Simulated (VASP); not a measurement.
Write the native input for VASP 6.6.1 that does the following.

| Item | Value |
| --- | --- |
| Task | single point |
| Functional | PBE |
| Potentials or basis | VASP PAW PBE potentials, release 64 (Zn, O) |
| Cutoff | 520 eV |
| k mesh | 9 × 9 × 4 |
| Occupations | gaussian, width 0.01 eV |
| Spin | no spin polarisation |
| Dipole correction | no |
| Further INCAR settings | ALGO = Normal; EDIFF = 1e-06; NBANDS = 26 |

The structure of ZnO lies in POSCAR:

```
ZnO
1.0
    3.0845221689      0.0000000000      0.0000000000
   -1.5422610845      2.6712745568      0.0000000000
    0.0000000000      0.0000000000      5.2939293383
Zn O
2 2
Direct
    0.0000000000      0.0000000000      0.0000000000
    0.0000000000      0.0000000000      0.5000000000
    0.3333333333      0.6666666667      0.2500000000
    0.6666666667      0.3333333333      0.7500000000
```

This cell differs from its parent crystal: volume changed by +6%.

These files were run (other wordings do the same):

INCAR

```
  ALGO = Normal
  EDIFF = 1E-6
  ENCUT = 520
  GGA = PE
  ISIF = 2
  ISMEAR = 0
  LASPH = True
  LCHARG = False
  LREAL = False
  LWAVE = False
  NBANDS = 26
  NELM = 80
  PREC = Accurate
  SIGMA = 0.01
```

KPOINTS

```
k-points
0
Gamma
  9 9 4
```

Potentials or basis: VASP PAW PBE potentials, release 64 (Zn, O).

Launch:

```sh
$ cat potpaw_PBE.64/Zn/POTCAR potpaw_PBE.64/O/POTCAR > POTCAR
$ mpirun -np 1 vasp_std > vasp.out
```

Results of the run:

* Pressure: -7.6 GPa
* Band gap on the k mesh: 0.26 eV, direct

It took 21 s on 1 thread of AMD EPYC 9R45 96-Core Processor (Zen 5), on a shared host, peak memory 0.14 GiB.
